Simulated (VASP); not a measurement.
# NaF: relaxation of cell and atoms with r2SCAN

NaF:

```
Na F
1.0
     0.00000    2.34999    2.34999
     2.34999    0.00000    2.34999
     2.34999    2.34999    0.00000
Na F
1 1
Direct
  0.00000 0.00000 0.00000
  0.50000 0.50000 0.50000
```

| Property | Result |
| --- | --- |
| Program | VASP 6.6.1 |
| Task | relaxation of cell and atoms |
| Functional | r2SCAN |
| Potentials or basis | VASP PAW PBE potentials, release 64 (Na_pv, F) |
| Cutoff | 600 eV |
| k mesh | 8 × 8 × 8 |
| Occupations | fermi-dirac, width 0.02 eV |
| Spin | no spin polarisation |
| Dipole correction | no |
| Further INCAR settings | ALGO = Normal; EDIFF = 1e-06; IBRION = 2; EDIFFG = -0.005; NSW = 80; ISIF = 3 |

```yaml
Relaxed_volume: 11.93 Å³/atom
Relaxed_cell: a = 3.232 Å, b = 3.232 Å, c = 3.232 Å, α = 60.00°, β = 60.00°, γ = 60.00°
Space_group_after_relaxing_to_0.05_Å: Fm-3m (No. 225)
Energy_gained_by_relaxing: 14.2 meV/atom
Ionic_steps: 4
Pressure_after_relaxing: 0.0 GPa
Band_gap_on_the_k_mesh: 7.41 eV, direct
```

Step by step:
```csv
step,energy change (eV),largest force (eV/Å),pressure (GPa),volume (Å³)
1,0.0000,0.0000,-3.80,25.96
2,-0.0217,0.0000,-2.02,24.82
3,-0.0276,0.0000,-0.65,24.16
4,-0.0284,0.0000,0.04,23.87
```

Final structure:
```
CELL_PARAMETERS angstrom
0.00000 2.28521 2.28521
2.28521 0.00000 2.28521
2.28521 2.28521 0.00000
ATOMIC_POSITIONS crystal
Na 0.00000 0.00000 0.00000
F 0.50000 0.50000 0.50000
```

Levels at points of the mesh, in eV from the valence-band top:
| k point | band 3 | band 4 | band 5 | band 6 | band 7 | band 8 | band 9 | band 10 | band 11 |
| --- | --- | --- | --- | --- | --- | --- | --- | --- | --- |
| (0.00, 0.00, 0.00) | -19.37 | -19.37 | 0.00 | 0.00 | 0.00 | 7.41 | 20.09 | 20.09 | 20.09 |
| (0.50, 0.00, 0.00) | -19.38 | -18.84 | -1.64 | -0.29 | -0.29 | 11.90 | 13.78 | 21.88 | 21.88 |
| (0.50, 0.50, 0.00) | -19.43 | -19.43 | -1.32 | -0.42 | -0.42 | 14.07 | 14.43 | 15.27 | 21.68 |

It took 2.3 min on 1 thread of Intel Xeon 6975P-C, on a shared host, peak memory 0.16 GiB.

Caveat: the PAW data sets were made with another functional, which shifts forces and pressure a little. r2SCAN opens gaps a little over a GGA but as a rule still falls short of measured ones.
